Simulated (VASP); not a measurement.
# Cu (I4/mmm) in VASP: notebook

The runs below take Cu through single point, with PBEsol.

All numbers are computed with VASP 6.6.1; they aren't measurements. Logs are shortened: lines on timing, memory, paths and dates and some standing lists are left out, and cuts for length are marked.

### Step 1. The cell of the first run

Symmetry: I4/mmm, No. 139, tetragonal system. Conventional cell: a = 2.466 Å, b = 2.466 Å, c = 3.777 Å, α = 90.00°, β = 90.00°, γ = 90.00°. Within 3.3 Å of Cu (site symmetry 4/mmm) lie 12 Cu at 2.47 to 2.57 Å.

### Step 2. Single point, PBEsol (uniaxial strain along c: +6.0 %, then relaxed in part)

The input, INCAR:

```
SYSTEM = Cu
PREC = Accurate
ENCUT = 520
EDIFF = 1E-6
ISMEAR = 0
SIGMA = 0.1
LREAL = .False.
LASPH = .True.
NELM = 100
ALGO = Fast
ISIF = 2
LWAVE = .False.
LCHARG = .True.
GGA = PS
LELF = .True.
LVHAR = .True.
NBANDS = 18
```

The input, KPOINTS:

```
regular mesh
0
Gamma
  20 20 14
  0 0 0
```

The input, POSCAR:

```
Cu
1.0
    1.7439057297      1.7439057297      0.0000000000
   -1.7439057297      1.7439057297      0.0000000000
    0.0000000000      0.0000000000      3.7772171216
Cu
2
Direct
    0.0000000000      0.0000000000      0.0000000000
    0.5000000000      0.5000000000      0.5000000000
```

Potentials or basis: VASP PAW PBE potentials, release 64 (Cu).

The run is started by

```console
$ cat potpaw_PBE.64/Cu/POTCAR > POTCAR
$ mpirun -np 1 vasp_std > vasp.out
```

OUTCAR:

```text
SYSTEM = Cu
   PREC = Accurate
   ENCUT = 520
   EDIFF = 1E-6
   ISMEAR = 0
   LREAL = .False.
   LASPH = .True.
   NELM = 100
   ISIF = 2
   GGA = PS

 ion  position               nearest neighbor table
   1  0.000  0.000  0.000-   2 2.57   2 2.57   2 2.57   2 2.57   2 2.57   2 2.57   2 2.57   2 2.57

   2  0.500  0.500  0.500-   1 2.57   1 2.57   1 2.57   1 2.57   1 2.57   1 2.57   1 2.57   1 2.57

  LATTYP: Found a simple tetragonal cell.
 ALAT       =     2.4662551344
 C/A-ratio  =     1.5315597599

  Lattice vectors:

 A1 = (   1.7439057297,   1.7439057297,   0.0000000000)
 A2 = (  -1.7439057297,   1.7439057297,   0.0000000000)
 A3 = (   0.0000000000,   0.0000000000,   3.7772171216)

Analysis of symmetry for initial positions (statically):
=====================================================================
 Subroutine PRICEL returns following result:

  LATTYP: Found a body centered tetragonal cell.
 ALAT       =     2.4662551344
 C/A-ratio  =     1.5315597599

  Lattice vectors:

 A1 = (   1.7439057297,   0.0000000000,  -1.8886085608)
 A2 = (  -1.7439057297,   0.0000000000,  -1.8886085608)
 A3 = (   0.0000000000,   1.7439057297,   1.8886085608)

   2 primitive cells build up your supercell.

 Routine SETGRP: Setting up the symmetry group for a
 simple tetragonal supercell.

 Subroutine GETGRP returns: Found 16 space group operations
 (whereof 16 operations were pure point group operations)
 out of a pool of 16 trial point group operations.

The static configuration has the point symmetry D_4h.

Analysis of symmetry for dynamics (positions and initial velocities):
=====================================================================
 Subroutine PRICEL returns following result:

  LATTYP: Found a body centered tetragonal cell.
 ALAT       =     2.4662551344
 C/A-ratio  =     1.5315597599

  Lattice vectors:

 A1 = (   1.7439057297,   0.0000000000,  -1.8886085608)
 A2 = (  -1.7439057297,   0.0000000000,  -1.8886085608)
 A3 = (   0.0000000000,   1.7439057297,   1.8886085608)

   2 primitive cells build up your supercell.

 Routine SETGRP: Setting up the symmetry group for a
 simple tetragonal supercell.

 Subroutine GETGRP returns: Found 16 space group operations
 (whereof 16 operations were pure point group operations)
 out of a pool of 16 trial point group operations.

The dynamic configuration has the point symmetry D_4h.

 Subroutine INISYM returns: Found 16 space group operations
 (whereof 16 operations are pure point group operations),
 and found     2 'primitive' translations

----------------------------------------------------------------------------------------

                                     Primitive cell

  volume of cell :      11.4873

  direct lattice vectors                    reciprocal lattice vectors
     1.743905730  0.000000000 -1.888608561     0.286712746  0.286712746 -0.264745173
    -1.743905730  0.000000000 -1.888608561    -0.286712746  0.286712746 -0.264745173
     0.000000000  1.743905730  1.888608561     0.000000000  0.573425491  0.000000000

  length of vectors
     2.570612668  2.570612668  2.570612668     0.484250352  0.484250352  0.573425491

  position of ions in fractional coordinates (direct lattice)
     0.000000000  0.000000000  0.000000000

  ion indices of the primitive-cell ions
   primitive index   ion index
                 1           1

----------------------------------------------------------------------------------------

 KPOINTS: regular mesh

Automatic generation of k-mesh.
 Grid dimensions read from file:
 generate k-points for:   20   20   14

 Generating k-lattice:

  Cartesian coordinates                     Fractional coordinates (reciprocal lattice)
     0.014335637  0.014335637  0.000000000     0.050000000  0.000000000  0.000000000
    -0.014335637  0.014335637  0.000000000     0.000000000  0.050000000  0.000000000
     0.000000000  0.000000000  0.018910369     0.000000000  0.000000000  0.071428571

  Length of vectors
     0.020273653  0.020273653  0.018910369

  Shift w.r.t. Gamma in fractional coordinates (k-lattice)
     0.000000000  0.000000000  0.000000000

 Subroutine IBZKPT returns following result:
 ===========================================

 Found    528 irreducible k-points:

 Following reciprocal coordinates:
            Coordinates               Weight
  0.000000  0.000000  0.000000      1.000000
  0.050000  0.000000  0.000000      4.000000
  0.100000  0.000000  0.000000      4.000000
  0.150000  0.000000  0.000000      4.000000
  0.200000  0.000000  0.000000      4.000000
  0.250000  0.000000  0.000000      4.000000
[... 16 lines left out ...]
  0.150000  0.100000  0.000000      8.000000
  0.200000  0.100000  0.000000      8.000000
 [... further k-points ...]
   k-points           NKPTS =    528   k-points in BZ     NKDIM =    528   number of bands    NBANDS=     18
   number of dos      NEDOS =    301   number of ions     NIONS =      2
   total plane-waves  NPLWV =   9072
   dimension x,y,z NGX =    18 NGY =   18 NGZ =   28
   dimension x,y,z NGXF=    36 NGYF=   36 NGZF=   56
   ions per type =               2
   NGX,Y,Z   is equivalent  to a cutoff of  12.13, 12.13, 12.32 a.u.
   NGXF,Y,Z  is equivalent  to a cutoff of  24.27, 24.27, 24.65 a.u.
 SYSTEM =  Cu
   PREC   = accura    normal or accurate (medium, high low for compatibility)
   ISTART =      0    job   : 0-new  1-cont  2-samecut
   ICHARG =      2    charge: 1-file 2-atom 10-const
   ISPIN  =      1    spin polarized calculation?
   LNONCOLLINEAR =      F non collinear calculations
   LSORBIT =      F    spin-orbit coupling
   LASPH  =      T    aspherical Exc in radial PAW
   ENCUT  =  520.0 eV  38.22 Ry    6.18 a.u.   4.59  4.59  7.02*2*pi/ulx,y,z
   NELM   =    100;   NELMIN=  2; NELMDL= -5     # of ELM steps
   EDIFF  = 0.1E-05   stopping-criterion for ELM
   LREAL  =      F    real-space projection
   EDIFFG = 0.1E-04   stopping-criterion for IOM
   NSW    =      0    number of steps for IOM
   IBRION =     -1    ionic relax: 0-MD 1-quasi-New 2-CG
   NFREE  =      0    steps in history (QN), initial steepest desc. (CG)
   ISIF   =      2    stress and relaxation
   ISYM   =      2    0-nonsym 1-usesym 2-fastsym
   POTIM  = 0.5000    time-step for ionic-motion
   TEBEG  =    0.0;   TEEND  =   0.0 temperature during run
   PSTRESS=    0.0 pullay stress
   NELECT =      22.0000    total number of electrons
   NUPDOWN=      -1.0000    fix difference up-down
   EMIN   =  10.00;   EMAX   =-10.00  energy-range for DOS
   EFERMI =   0.00;   METHOD = LEGACY
   ISMEAR =     0;   SIGMA  =   0.10  broadening in eV -4-tet -1-fermi 0-gaus
   EFERMI_NEDOS =   21; number of points for ismear=-14 and -15
   IALGO  =     68    algorithm
   IMIX   =      4    mixing-type and parameters
     AMIX     =   0.40;   BMIX     =  1.00
     AMIX_MAG =   1.60;   BMIX_MAG =  1.00
  volume/ion in A,a.u.               =      11.49        77.52
  Fermi-wavevector in a.u.,A,eV,Ry     =   1.613614  3.049289 35.426185  2.603751
  Thomas-Fermi vector in A             =   2.708655
   LORBIT       =      0    0 simple, 1 ext, 2 COOP (PROOUT), +10 PAW based schemes
   GGA     = PS    functional components
   LHFCALC =     F    Hartree Fock is set to
   AEXX    =    0.0000 exact exchange contribution
   IVDW    =     0    specifies the selected vdW correction
   LEPSILON=     F    determine dielectric tensor
   LRPA    =     F    only Hartree local field effects (RPA)
 non-spin polarized calculation
 RMM-DIIS sequential band-by-band and
 Gauss-broadening in eV      SIGMA  =   0.10
  energy-cutoff  :      520.00
  volume of cell :       22.97
 maximum number of plane-waves:       651
   NGX =  9   NGY =  9   NGZ = 15

 number of electron      21.9999940 magnetization

 Free energy of the ion-electron system (eV)
  ---------------------------------------------------
  ext. energy  EPLUGINS =         0.00000000
  ---------------------------------------------------
  free energy    TOTEN  =        -8.59353546 eV

  energy without entropy =       -8.58953447  energy(sigma->0) =       -8.59153496

 E-fermi :   7.7440     XC(G=0): -13.0702

 val. band max:        7.7310481326   @ k =   0.4000   0.1000   0.4286
 cond. band min:       7.7503602862   @ k =   0.5000   0.1000   0.2143
 fundamental gap:      0.0193121536
 Fermi energy:         7.7439629720

 k-point     1 :       0.0000    0.0000    0.0000
  band No.  band energies     occupation
      1      -1.8534      2.00000
      2       2.6157      2.00000
      3       3.1860      2.00000
      4       4.3573      2.00000
      5       4.7871      2.00000
      6       4.7871      2.00000
[... 10 lines left out ...]
     17      29.6664      0.00000
     18      30.6752      0.00000

 k-point     2 :       0.0500    0.0000    0.0000
  band No.  band energies     occupation
      1      -1.7879      2.00000
      2       2.6496      2.00000
      3       3.2051      2.00000
      4       4.3755      2.00000
      5       4.7670      2.00000
      6       4.7977      2.00000
[... 10 lines left out ...]
     17      30.1482      0.00000
     18      30.3562      0.00000

 k-point     3 :       0.1000    0.0000    0.0000
  band No.  band energies     occupation
      1      -1.5926      2.00000
      2       2.7472      2.00000
      3       3.2620      2.00000
      4       4.4263      2.00000
      5       4.7085      2.00000
      6       4.8291      2.00000
[... 10 lines left out ...]
     17      29.2398      0.00000
     18      30.7064      0.00000

 k-point     4 :       0.1500    0.0000    0.0000
  band No.  band energies     occupation
      1      -1.2713      2.00000
      2       2.8962      2.00000
      3       3.3543      2.00000
      4       4.4974      2.00000
      5       4.6177      2.00000
      6       4.8802      2.00000
[... 375 lines left out ...]
      4       4.5039      2.00000
      5       4.6260      2.00000
      6       4.8767      2.00000
[... 10 lines left out ...]
     17      29.8490      0.00000
     18      30.1692      0.00000

 k-point    23 :       0.1500    0.1000    0.0000
  band No.  band energies     occupation
      1      -1.0167      2.00000
      2       3.0116      2.00000
      3       3.4361      2.00000
      4       4.5343      2.00000
      5       4.5854      2.00000
      6       4.9307      2.00000
[... 10 lines left out ...]
     17      28.7937      0.00000
     18      29.9803      0.00000

 k-point    24 :       0.2000    0.1000    0.0000
  band No.  band energies     occupation
      1      -0.5822      2.00000
      2       3.1806      2.00000
      3       3.5603      2.00000
      4       4.4200      2.00000
      5       4.6645      2.00000
      6       4.7531      2.00000
[... 10 lines left out ...]
     17      26.9885      0.00000
     18      30.3812      0.00000

 [... further k-points ...]
[... 5 lines left out ...]
  --------------------------------------------------------------------------------------
  -------------------------------------------------------------------------------------
  Total        0.1805597      0.1805597     -0.7470289      0.0000000      0.0000000     -0.0000000
  in kB       12.5916718     12.5916718    -52.0954792      0.0000000      0.0000000     -0.0000000
  external PRESSURE =      -8.9707119 kB  Pullay stress =       0.0000000 kB

 VOLUME and BASIS-vectors are now :
 -----------------------------------------------------------------------------
  energy-cutoff  :      520.00
  volume of cell :       22.97
      direct lattice vectors                 reciprocal lattice vectors
     1.743905730  1.743905730  0.000000000     0.286712746  0.286712746  0.000000000
    -1.743905730  1.743905730  0.000000000    -0.286712746  0.286712746  0.000000000
     0.000000000  0.000000000  3.777217122     0.000000000  0.000000000  0.264745173

 POSITION                                       TOTAL-FORCE (eV/Angst)
 -----------------------------------------------------------------------------------
      0.00000      0.00000      0.00000        -0.000000      0.000000      0.000000
      0.00000      1.74391      1.88861         0.000000     -0.000000     -0.000000
 -----------------------------------------------------------------------------------
    total drift:                                0.000000     -0.000000     -0.000000

  FREE ENERGIE OF THE ION-ELECTRON SYSTEM (eV)
  ---------------------------------------------------
  free  energy   TOTEN  =        -8.5935354601 eV

  energy  without entropy=       -8.5895344698  energy(sigma->0) =       -8.59153496
```

Wall time 99 s (1 thread of Intel Xeon Platinum 8488C (Sapphire Rapids), shared host); peak memory 0.28 GiB.

What came out:

| Property | Result |
| --- | --- |
| Free energy | -8.5935 eV |
| Pressure | -0.9 GPa |
| Band gap on the k mesh | zero (band 11 reaches 14.11 eV, above the bottom of band 12 at 5.90 eV) |

Caveat: the cell differs from its parent crystal (uniaxial strain along c: +6.0 %, then relaxed in part); the PAW data sets were made with another functional, which shifts forces and pressure a little.

### Step 3. Single point, PBEsol (uniaxial strain along c: +4.0 %)

The input, INCAR:

```
PREC = Accurate
ENCUT = 520
EDIFF = 1E-7
ISMEAR = 0
SIGMA = 0.1
LREAL = False
LASPH = True
NELM = 80
ALGO = Fast
ISIF = 2
LWAVE = False
LCHARG = False
GGA = PS
NBANDS = 18
```

The input, KPOINTS:

```
Automatic mesh
0
Gamma
  20 20 14
```

The input, POSCAR:

```
Cu
1.0
    1.7638891275      1.7638891275      0.0000000000
   -1.7638891275      1.7638891275      0.0000000000
    0.0000000000      0.0000000000      3.7059488740
Cu
2
Direct
    0.0000000000      0.0000000000      0.0000000000
    0.5000000000      0.5000000000      0.5000000000
```

Potentials or basis: VASP PAW PBE potentials, release 64 (Cu).

The run is started by

```console
$ cat potpaw_PBE.64/Cu/POTCAR > POTCAR
$ mpirun -np 1 vasp_std > vasp.out
```

OUTCAR:

```text
PREC = Accurate
   ENCUT = 520
   EDIFF = 1E-7
   ISMEAR = 0
   LREAL = False
   LASPH = True
   NELM = 80
   ISIF = 2
   GGA = PS

 ion  position               nearest neighbor table
   1  0.000  0.000  0.000-   2 2.56   2 2.56   2 2.56   2 2.56   2 2.56   2 2.56   2 2.56   2 2.56

   2  0.500  0.500  0.500-   1 2.56   1 2.56   1 2.56   1 2.56   1 2.56   1 2.56   1 2.56   1 2.56

  LATTYP: Found a simple tetragonal cell.
 ALAT       =     2.4945159266
 C/A-ratio  =     1.4856384898

  Lattice vectors:

[... 213 lines left out ...]
      5       4.6890      2.00000
      6       4.6890      2.00000
[... 481 lines left out ...]
      5       4.7117      2.00000
      6       4.8003      2.00000
[... 10 lines left out ...]
     17      26.9749      0.00000
     18      30.3084      0.00000

 [... further k-points ...]
[... 5 lines left out ...]
  --------------------------------------------------------------------------------------
  -------------------------------------------------------------------------------------
  Total       -0.1772434     -0.1772434     -0.7159825      0.0000000      0.0000000      0.0000000
  in kB      -12.3142719    -12.3142719    -49.7440358      0.0000000      0.0000000      0.0000000
  external PRESSURE =     -24.7908599 kB  Pullay stress =       0.0000000 kB

 VOLUME and BASIS-vectors are now :
 -----------------------------------------------------------------------------
  energy-cutoff  :      520.00
  volume of cell :       23.06
      direct lattice vectors                 reciprocal lattice vectors
     1.763889127  1.763889127  0.000000000     0.283464529  0.283464529  0.000000000
    -1.763889127  1.763889127  0.000000000    -0.283464529  0.283464529  0.000000000
     0.000000000  0.000000000  3.705948874     0.000000000  0.000000000  0.269836426

 POSITION                                       TOTAL-FORCE (eV/Angst)
 -----------------------------------------------------------------------------------
      0.00000      0.00000      0.00000        -0.000000      0.000000      0.000000
      0.00000      1.76389      1.85297         0.000000     -0.000000     -0.000000
 -----------------------------------------------------------------------------------
    total drift:                               -0.000000      0.000000      0.000000

  FREE ENERGIE OF THE ION-ELECTRON SYSTEM (eV)
  ---------------------------------------------------
  free  energy   TOTEN  =        -8.6073479682 eV

  energy  without entropy=       -8.6036298630  energy(sigma->0) =       -8.60548892
```

stdout:

```text
POSCAR found type information on POSCAR Cu
 POSCAR found :  1 types and       2 ions
[... 28 lines left out ...]
 num prob  num prob  num prob  num prob  num prob  num prob  num prob  num prob  num prob  num prob  num prob  num prob  num prob  num prob  num prob  num prob  num prob  num prob  num prob  num prob  num prob  num prob  num prob  num prob  num prob  num prob  num prob  num prob  num prob  num prob  num prob  num prob  num prob  num prob  num prob  num prob  num prob  num prob  num prob RMM:  17    -0.860734805749E+01    0.24235E-06   -0.15371E-07 11785   0.486E-03    0.172E-03
 num prob  num prob  num prob  num prob  num prob  num prob WARNING in EDDRMM: call to ZHEGV failed, returncode =   6  3     16
 num prob  num prob  num prob  num prob  num prob  num prob  num prob RMM:  18    -0.860734796823E+01    0.89261E-07   -0.41422E-08 11485   0.244E-03
```

It took 2.2 min on 1 thread of Intel Xeon Platinum 8488C (Sapphire Rapids), shared host; peak memory 0.28 GiB.

What came out:

```yaml
Free_energy: -8.6073 eV
Pressure: -2.5 GPa
Band_gap_on_the_k_mesh: zero (band 11 reaches 14.01 eV, above the bottom of band 12 at 5.81 eV)
```

Caveat: the cell differs from its parent crystal (uniaxial strain along c: +4.0 %); the PAW data sets were made with another functional, which shifts forces and pressure a little.

(Continued in part 2 of 2.)
